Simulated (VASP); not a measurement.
Here is a VASP 6.6.1 calculation.

File INCAR:

```
PREC = Accurate
ENCUT = 520
EDIFF = 1E-6
ISMEAR = 0
SIGMA = 0.1
LREAL = False
LASPH = True
NELM = 60
ALGO = Normal
ISIF = 2
LWAVE = False
LCHARG = True
GGA = PE
LELF = True
LVHAR = True
NBANDS = 22
```

The input KPOINTS:

```
Automatic mesh
0
Gamma
  12 12 4
```

The input POSCAR:

```
BP2
1.0
    3.3186436691      0.0000000000      0.0000000000
   -1.6593218346      2.8740297236      0.0000000000
    0.0000000000      0.0000000000      9.4345332959
B P
2 4
Direct
    0.0000000000      0.0000000000      0.3357175583
    0.6666666667      0.3333333333      0.0533299627
    0.0000000000      0.0000000000      0.5480257693
    0.6666666667      0.3333333333      0.2673532374
    0.3333333333      0.6666666667      0.9881282908
    0.6666666667      0.3333333333      0.6744451811
```

Potentials or basis: VASP PAW PBE potentials, release 64 (B, P).

Command:

```bash
$ cat potpaw_PBE.64/B/POTCAR potpaw_PBE.64/P/POTCAR > POTCAR
$ mpirun -np 1 vasp_std > vasp.out
```

(1) Predict the pressure.

(2) Estimate the largest force.

## Answers

(1) -5.9 GPa.

(2) 0.055 eV/Å.

Caveat: the cell stands under tension; this functional lacks dispersion, which binds the layers, so the pressure and a relaxed spacing across them are unreliable.
